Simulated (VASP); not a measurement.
**Ga: single point with PBE**

Crystal: Ga.

```
Ga
1.0
     3.09908    0.00000    0.00000
    -1.54954    2.68389    0.00000
     0.00000    0.00000    5.02998
Ga
2
Cartesian
  0.0000 1.7893 1.2575
  1.5495 0.8946 3.7725
```

```
Program                : VASP 6.6.1
Task                   : single point
Functional             : PBE
Potentials or basis    : VASP PAW PBE potentials, release 64 (Ga_d)
Cutoff                 : 520 eV
k mesh                 : 6 × 6 × 4
Occupations            : gaussian, width 0.1 eV
Spin                   : no spin polarisation
Dipole correction      : no
Further INCAR settings : ALGO = Normal; EDIFF = 1e-06; NBANDS = 20
```

| Quantity | Value |
| --- | --- |
| Pressure | -4.0 GPa |
| Band gap on the k mesh | zero (band 13 reaches 8.50 eV, above the bottom of band 14 at 1.88 eV) |

Stress tensor (GPa, compression positive):
```
-4.10  0.00  0.00
 0.00 -4.10  0.00
 0.00  0.00 -3.82
```

Levels at points of the mesh, in eV from the Fermi level:
```csv
k point,band 11,band 12,band 13,band 14,band 15,band 16
"(0.00, 0.00, 0.00)",-10.23,-4.74,-3.41,8.85,8.85,10.69
"(0.50, 0.00, 0.00)",-5.36,-4.43,0.14,0.69,1.15,3.16
"(0.00, 0.00, 0.50)",-8.72,-8.72,3.47,3.47,9.90,9.90
"(0.50, 0.00, 0.50)",-3.98,-3.98,-2.70,-2.70,6.17,6.17
```

Wall time 12 s on 1 thread of AMD EPYC 7R13 Processor (Zen 3) (shared host), peak memory 0.13 GiB.

Caveat: the k points lie up to 0.39 Å⁻¹ apart.
